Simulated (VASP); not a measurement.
# TaV (Cmmm) in VASP: single point with PBE+U

Aim: the single point of TaV with PBE+U.

Everything below comes from runs of VASP 6.6.1. Logs are shortened: lines on timing, memory, paths and dates and some standing lists are left out, and cuts for length are marked.

### Step 1. The cell of the first run

It takes space group Cmmm (No. 65, orthorhombic). The conventional cell has a = 3.213 Å, b = 4.616 Å, c = 4.341 Å, α = 90.00°, β = 90.00°, γ = 90.00°. Ta (site symmetry mmm) has 8 V at 2.70 to 3.17 Å and 6 Ta at 2.81 to 3.21 Å within 3.6 Å. V (site symmetry mmm) has 8 Ta at 2.70 to 3.17 Å and 6 V at 2.81 to 3.21 Å within 3.6 Å.

### Step 2. Single point, PBE+U, collinear spin, ferromagnetic start

INCAR

```
  PREC = Accurate
  ENCUT = 520
  EDIFF = 1E-7
  ISMEAR = -1
  SIGMA = 0.08
  LREAL = F
  LASPH = T
  NELM = 150
  ALGO = Normal
  ISIF = 2
  LWAVE = F
  LCHARG = T
  ISPIN = 2
  MAGMOM = 0 2
  LORBIT = 11
  LMAXMIX = 4
  LDAU = T
  LDAUTYPE = 1
  LDAUL = 2 -1
  LDAUU = 3.9 0
  LDAUJ = 0.9 0
  LDAUPRINT = 1
  GGA = PE
  LELF = T
  LVHAR = T
  NBANDS = 23
```

KPOINTS

```
Automatic mesh
0
Gamma
  12 12 8
```

POSCAR

```
TaV
1.0
    1.6067000000     -2.3077750000      0.0000000000
    1.6067000000      2.3077750000      0.0000000000
    0.0000000000      0.0000000000      4.3413610000
Ta V
1 1
Direct
    0.0000000000      0.0000000000      0.0000000000
    0.5000000000      0.5000000000      0.5000000000
```

Potentials or basis: VASP PAW PBE potentials, release 64 (Ta_pv, V_sv).

Started as:

```sh
cat potpaw_PBE.64/Ta_pv/POTCAR potpaw_PBE.64/V_sv/POTCAR > POTCAR
mpirun -np 1 vasp_std > vasp.out
```

OUTCAR:

```text
PREC = Accurate
   ENCUT = 520
   EDIFF = 1E-7
   ISMEAR = -1
   LREAL = F
   LASPH = T
   NELM = 150
   ISIF = 2
   ISPIN = 2
   LORBIT = 11
   GGA = PE

 ion  position               nearest neighbor table
   1  0.000  0.000  0.000-   2 2.70   2 2.70   2 2.70   2 2.70   2 3.17   2 3.17   2 3.17   2 3.17

   2  0.500  0.500  0.500-   1 2.70   1 2.70   1 2.70   1 2.70   1 3.17   1 3.17   1 3.17   1 3.17

  LATTYP: Found a base centered orthorhombic cell.
 ALAT       =     3.2134000000
 B/A-ratio  =     1.4363446816
 C/A-ratio  =     1.3510179249

  Lattice vectors:

 A1 = (   1.6067000000,  -2.3077750000,   0.0000000000)
 A2 = (   1.6067000000,   2.3077750000,   0.0000000000)
 A3 = (   0.0000000000,   0.0000000000,   4.3413610000)

Analysis of symmetry for initial positions (statically):
=====================================================================
 Subroutine PRICEL returns:
 Original cell was already a primitive cell.

 Routine SETGRP: Setting up the symmetry group for a
 base centered orthorhombic supercell.

 Subroutine GETGRP returns: Found  8 space group operations
 (whereof  8 operations were pure point group operations)
 out of a pool of  8 trial point group operations.

The static configuration has the point symmetry D_2h.

Analysis of symmetry for dynamics (positions and initial velocities):
=====================================================================
 Subroutine PRICEL returns:
 Original cell was already a primitive cell.

 Routine SETGRP: Setting up the symmetry group for a
 base centered orthorhombic supercell.

 Subroutine GETGRP returns: Found  8 space group operations
 (whereof  8 operations were pure point group operations)
 out of a pool of  8 trial point group operations.

The dynamic configuration has the point symmetry D_2h.

Analysis of structural, dynamic, and magnetic symmetry:
=====================================================================
 Subroutine PRICEL returns:
 Original cell was already a primitive cell.

 Routine SETGRP: Setting up the symmetry group for a
 base centered orthorhombic supercell.

 Subroutine GETGRP returns: Found  8 space group operations
 (whereof  8 operations were pure point group operations)
 out of a pool of  8 trial point group operations.

The overall configuration has the point symmetry D_2h.

 Subroutine INISYM returns: Found  8 space group operations
 (whereof  8 operations are pure point group operations),
 and found     1 'primitive' translations

----------------------------------------------------------------------------------------

                                     Primitive cell

  volume of cell :      32.1947

  direct lattice vectors                    reciprocal lattice vectors
     1.606700000 -2.307775000  0.000000000     0.311196863 -0.216658903  0.000000000
     1.606700000  2.307775000  0.000000000     0.311196863  0.216658903  0.000000000
     0.000000000  0.000000000  4.341361000     0.000000000  0.000000000  0.230342512

  length of vectors
     2.811994015  2.811994015  4.341361000     0.379189356  0.379189356  0.230342512

  position of ions in fractional coordinates (direct lattice)
     0.000000000  0.000000000  0.000000000
     0.500000000  0.500000000  0.500000000

  ion indices of the primitive-cell ions
   primitive index   ion index
                 1           1
                 2           2

----------------------------------------------------------------------------------------

 KPOINTS: Automatic mesh
[... 62 lines left out ...]
   ISPIN  =      2    spin polarized calculation?
   LNONCOLLINEAR =      F non collinear calculations
   LSORBIT =      F    spin-orbit coupling
   LASPH  =      T    aspherical Exc in radial PAW
   ENCUT  =  520.0 eV  38.22 Ry    6.18 a.u.   5.23  5.23  8.07*2*pi/ulx,y,z
   NELM   =    150;   NELMIN=  2; NELMDL= -5     # of ELM steps
   EDIFF  = 0.1E-06   stopping-criterion for ELM
   LREAL  =      F    real-space projection
   EDIFFG = 0.1E-05   stopping-criterion for IOM
   NSW    =      0    number of steps for IOM
   IBRION =     -1    ionic relax: 0-MD 1-quasi-New 2-CG
   NFREE  =      0    steps in history (QN), initial steepest desc. (CG)
   ISIF   =      2    stress and relaxation
   ISYM   =      2    0-nonsym 1-usesym 2-fastsym
   POTIM  = 0.5000    time-step for ionic-motion
   TEBEG  =    0.0;   TEEND  =   0.0 temperature during run
   PSTRESS=    0.0 pullay stress
   NELECT =      24.0000    total number of electrons
   NUPDOWN=      -1.0000    fix difference up-down
   EMIN   =  10.00;   EMAX   =-10.00  energy-range for DOS
   EFERMI =   0.00;   METHOD = LEGACY
   ISMEAR =    -1;   SIGMA  =   0.08  broadening in eV -4-tet -1-fermi 0-gaus
   EFERMI_NEDOS =   21; number of points for ismear=-14 and -15
   IALGO  =     38    algorithm
   IMIX   =      4    mixing-type and parameters
     AMIX     =   0.40;   BMIX     =  1.00
     AMIX_MAG =   1.60;   BMIX_MAG =  1.00
  volume/ion in A,a.u.               =      16.10       108.63
  Fermi-wavevector in a.u.,A,eV,Ry     =   1.484399  2.805107 29.979609  2.203439
  Thomas-Fermi vector in A             =   2.597940
   LORBIT       =     11    0 simple, 1 ext, 2 COOP (PROOUT), +10 PAW based schemes
 LDA+U is selected, type is set to LDAUTYPE =  1
   angular momentum for each species LDAUL =     2   -1
   U (eV)           for each species LDAUU =   3.9  0.0
   J (eV)           for each species LDAUJ =   0.9  0.0
   GGA     = PE    functional components
   LHFCALC =     F    Hartree Fock is set to
   AEXX    =    0.0000 exact exchange contribution
   IVDW    =     0    specifies the selected vdW correction
   LEPSILON=     F    determine dielectric tensor
   LRPA    =     F    only Hartree local field effects (RPA)
 spin polarized calculation
  energy-cutoff  :      520.00
  volume of cell :       32.19
 maximum number of plane-waves:       886
 NGX is ok and might be reduce to    24
   NGX = 11   NGY = 11   NGZ = 17

 number of electron      24.0000002 magnetization      -0.0003282

atom =   1  type =  1  l = 2

 onsite density matrix

spin component  1

  0.2607  0.0000 -0.0000  0.0000 -0.0000
  0.0000  0.1947  0.0000 -0.0000  0.0000
 -0.0000  0.0000  0.2302  0.0000  0.0336
  0.0000 -0.0000  0.0000  0.2724  0.0000
 -0.0000  0.0000  0.0336  0.0000  0.2202

spin component  2

  0.2607  0.0000 -0.0000  0.0000 -0.0000
  0.0000  0.1947  0.0000 -0.0000  0.0000
 -0.0000  0.0000  0.2302  0.0000  0.0336
  0.0000 -0.0000  0.0000  0.2723  0.0000
 -0.0000  0.0000  0.0336  0.0000  0.2202

 occupancies and eigenvectors

  o =  0.1912  v =  0.0000  0.0000  0.6532  0.0000 -0.7572  0.0000  0.0000  0.0000  0.0000  0.0000      0.0000  0.0000  0.0000  0.0000  0.0000  0.0000  0.0000  0.0000  0.0000  0.0000
  o =  0.1912  v =  0.0000  0.0000  0.0000  0.0000  0.0000  0.0000 -0.0000 -0.6532  0.0000  0.7572      0.0000  0.0000  0.0000  0.0000  0.0000  0.0000  0.0000  0.0000  0.0000  0.0000
  o =  0.1947  v =  0.0000  1.0000 -0.0000  0.0000  0.0000  0.0000  0.0000  0.0000  0.0000  0.0000      0.0000  0.0000  0.0000  0.0000  0.0000  0.0000  0.0000  0.0000  0.0000  0.0000
  o =  0.1947  v =  0.0000  0.0000  0.0000  0.0000  0.0000  0.0000 -1.0000  0.0000 -0.0000 -0.0000      0.0000  0.0000  0.0000  0.0000  0.0000  0.0000  0.0000  0.0000  0.0000  0.0000
  o =  0.2591  v =  0.0000  0.0000  0.0000  0.0000  0.0000  0.0000  0.0000  0.7572  0.0000  0.6532      0.0000  0.0000  0.0000  0.0000  0.0000  0.0000  0.0000  0.0000  0.0000  0.0000
  o =  0.2591  v =  0.0000  0.0000 -0.7572  0.0000 -0.6532  0.0000  0.0000  0.0000  0.0000  0.0000      0.0000  0.0000  0.0000  0.0000  0.0000  0.0000  0.0000  0.0000  0.0000  0.0000
  o =  0.2607  v =  1.0000  0.0000  0.0000  0.0000  0.0000  0.0000  0.0000  0.0000  0.0000  0.0000      0.0000  0.0000  0.0000  0.0000  0.0000  0.0000  0.0000  0.0000  0.0000  0.0000
  o =  0.2607  v =  0.0000  0.0000  0.0000  0.0000  0.0000  1.0000  0.0000  0.0000  0.0000  0.0000      0.0000  0.0000  0.0000  0.0000  0.0000  0.0000  0.0000  0.0000  0.0000  0.0000
  o =  0.2723  v =  0.0000  0.0000  0.0000  0.0000  0.0000  0.0000 -0.0000 -0.0000  1.0000 -0.0000      0.0000  0.0000  0.0000  0.0000  0.0000  0.0000  0.0000  0.0000  0.0000  0.0000
  o =  0.2724  v =  0.0000  0.0000 -0.0000 -1.0000  0.0000  0.0000  0.0000  0.0000  0.0000  0.0000      0.0000  0.0000  0.0000  0.0000  0.0000  0.0000  0.0000  0.0000  0.0000  0.0000

 number of electron      24.0000002 magnetization       0.0006233

 Free energy of the ion-electron system (eV)
  ---------------------------------------------------
  ext. energy  EPLUGINS =         0.00000000
  ---------------------------------------------------
  free energy    TOTEN  =       -17.93632839 eV

  energy without entropy =      -17.86455192  energy(sigma->0) =      -17.90044016

 E-fermi :   7.2741     XC(G=0): -12.6256

 val. band max:        7.2708432012   @ k =   0.2500   0.0833   0.0000
 cond. band min:       7.2754976350   @ k =  -0.0833   0.0833   0.0000
 fundamental gap:      0.0046544338
 Fermi energy:         7.2741289946

 spin component 1

 k-point     1 :       0.0000    0.0000    0.0000
  band No.  band energies     occupation
      1     -56.4187      1.00000
      2     -30.3169      1.00000
      3     -30.1336      1.00000
      4     -30.0780      1.00000
      5     -26.8517      1.00000
      6     -26.4555      1.00000
[... 1241 lines left out ...]
     22      21.3245      0.00000
     23      21.8647      0.00000

 [... further k-points ...]
[... 5 lines left out ...]
  --------------------------------------------------------------------------------------
  -------------------------------------------------------------------------------------
  Total        1.3144354      1.1771272      1.0277799      0.0000000      0.0000000      0.0000000
  in kB       65.4132424     58.5800607     51.1477498      0.0000000      0.0000000      0.0000000
  external PRESSURE =      58.3803510 kB  Pullay stress =       0.0000000 kB

 VOLUME and BASIS-vectors are now :
 -----------------------------------------------------------------------------
  energy-cutoff  :      520.00
  volume of cell :       32.19
      direct lattice vectors                 reciprocal lattice vectors
     1.606700000 -2.307775000  0.000000000     0.311196863 -0.216658903  0.000000000
     1.606700000  2.307775000  0.000000000     0.311196863  0.216658903  0.000000000
     0.000000000  0.000000000  4.341361000     0.000000000  0.000000000  0.230342512

 POSITION                                       TOTAL-FORCE (eV/Angst)
 -----------------------------------------------------------------------------------
      0.00000      0.00000      0.00000        -0.000000      0.000000      0.000000
      1.60670      0.00000      2.17068         0.000000     -0.000000      0.000000
 -----------------------------------------------------------------------------------
    total drift:                                0.000000      0.000000     -0.000000

  FREE ENERGIE OF THE ION-ELECTRON SYSTEM (eV)
  ---------------------------------------------------
  free  energy   TOTEN  =       -17.9363283937 eV

  energy  without entropy=      -17.8645519205  energy(sigma->0) =      -17.90044016

 total charge

# of ion       s       p       d       tot
------------------------------------------
    1        0.406   6.190   2.312   8.907
    2        2.309   6.207   3.036  11.552
--------------------------------------------------
tot          2.714  12.397   5.348  20.460

 magnetization (x)

# of ion       s       p       d       tot
------------------------------------------
    1       -0.000   0.000  -0.000  -0.000
    2        0.000   0.000   0.000   0.000
--------------------------------------------------
tot          0.000   0.000   0.000   0.000
```

It took 5.2 min on 1 thread of AMD EPYC 7R43 (Zen 3), shared host; peak memory 0.31 GiB.

What came out:

```
Free energy                                           : -17.9363 eV
Pressure                                              : 5.8 GPa
Band gap on the k mesh                                : zero (filled and empty bands overlap)
Net moment                                            : 0.00 μB per cell
Valence electrons inside the program's atomic spheres : Ta 8.91; V 11.55
```

Stress tensor (GPa, compression positive):
```
6.54 0.00 0.00
0.00 5.86 0.00
0.00 0.00 5.11
```

Levels at points of the mesh, in eV from the Fermi level:
Spin up:
```
           k point  band 10  band 11  band 12  band 13  band 14  band 15
(0.00, 0.00, 0.00)    -1.24     0.12     0.54     0.92     1.92     2.00
(0.50, 0.00, 0.00)    -1.44    -0.77    -0.71    -0.37     1.64     2.29
(0.50, 0.50, 0.00)    -2.95    -1.41     0.94     2.96     3.00     3.81
(0.00, 0.00, 0.50)    -0.37    -0.19     0.13     0.47     1.49     1.58
(0.50, 0.00, 0.50)    -1.29    -0.98     1.10     1.57     2.16     2.19
(0.50, 0.50, 0.50)    -1.67    -1.30     0.57     1.08     1.28     2.55
```
Spin down:
| k point | band 9 | band 10 | band 11 | band 12 | band 13 | band 14 | band 15 | band 16 |
| --- | --- | --- | --- | --- | --- | --- | --- | --- |
| (0.00, 0.00, 0.00) | -3.62 | -1.24 | 0.12 | 0.54 | 0.92 | 1.92 | 2.00 | 2.24 |
| (0.50, 0.00, 0.00) | -1.97 | -1.44 | -0.77 | -0.71 | -0.36 | 1.64 | 2.29 | 4.13 |
| (0.50, 0.50, 0.00) | -3.15 | -2.95 | -1.41 | 0.94 | 2.96 | 3.00 | 3.81 | 4.82 |
| (0.00, 0.00, 0.50) | -4.11 | -0.37 | -0.19 | 0.13 | 0.47 | 1.49 | 1.58 | 1.90 |
| (0.50, 0.00, 0.50) | -3.65 | -1.29 | -0.98 | 1.10 | 1.57 | 2.16 | 2.19 | 3.66 |
| (0.50, 0.50, 0.50) | -2.22 | -1.67 | -1.30 | 0.57 | 1.08 | 1.28 | 2.55 | 3.02 |

Eigenvalues of the final occupation matrices:
| site | spin | trace | eigenvalues |
| --- | --- | --- | --- |
| site 1 d | 1 | 1.18 | 0.19 0.19 0.26 0.26 0.27 |
| site 1 d | 2 | 1.18 | 0.19 0.19 0.26 0.26 0.27 |

Caveat: the cell stands under pressure; the moments typed at the start vanished in this run; spin-orbit coupling is left out, which moves the levels of the heavy elements; the U is typed as a test and isn't derived for this compound. The state reached can hang on the start; a lower one may exist.
